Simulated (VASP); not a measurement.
# TaN: single point with r2SCAN

TaN:

```
Ta N
1.0
     0.27582    2.34447    2.34447
     2.34447    0.27582    2.34447
     2.34447    2.34447    0.27582
Ta N
1 1
Direct
  0.50000 0.50000 0.50000
  0.00000 0.00000 0.00000
```

This cell differs from its parent crystal: ratio of the length along [111] to the lengths across it x 1.2, volume and fractional coordinates fixed.

- Program: VASP 6.6.1
- Task: single point
- Functional: r2SCAN
- Potentials or basis: VASP PAW PBE potentials, release 64 (Ta_pv, N)
- Cutoff: 520 eV
- k mesh: 26 × 26 × 26
- Occupations: gaussian, width 0.15 eV
- Spin: no spin polarisation
- Dipole correction: no
- Further INCAR settings: ALGO = Normal; EDIFF = 1e-06; NBANDS = 15

* Pressure: 3.6 GPa
* Band gap on the k mesh: zero (bands 8 and 9 overlap by 2.24 eV)

Stress tensor (GPa, compression positive):
```
 3.61 -5.42 -5.42
-5.42  3.61 -5.42
-5.42 -5.42  3.61
```

Levels at points of the mesh, in eV from the Fermi level:
```tsv
k point	band 4	band 5	band 6	band 7	band 8	band 9	band 10	band 11	band 12	band 13
(0.00, 0.00, 0.00)	-19.35	-4.18	-3.85	-2.89	-2.89	-1.08	-1.08	1.30	1.30	3.22
(0.50, 0.00, 0.00)	-16.18	-10.07	-8.43	-6.52	-0.34	4.22	4.61	4.67	8.09	8.72
(0.50, 0.50, 0.00)	-17.96	-6.54	-5.23	-4.68	-3.74	2.36	3.21	4.58	4.83	9.15
(0.50, 0.50, 0.50)	-16.75	-10.46	-6.03	-6.03	1.15	1.62	1.62	5.93	7.09	7.09
```

Run time: 59 min on 1 thread of Intel Xeon 8259CL, on a shared host, peak memory 0.64 GiB.

Caveat: the cell stands under pressure; the PAW data sets were made with another functional, which shifts forces and pressure a little; spin-orbit coupling is left out, which moves the levels of the heavy elements.
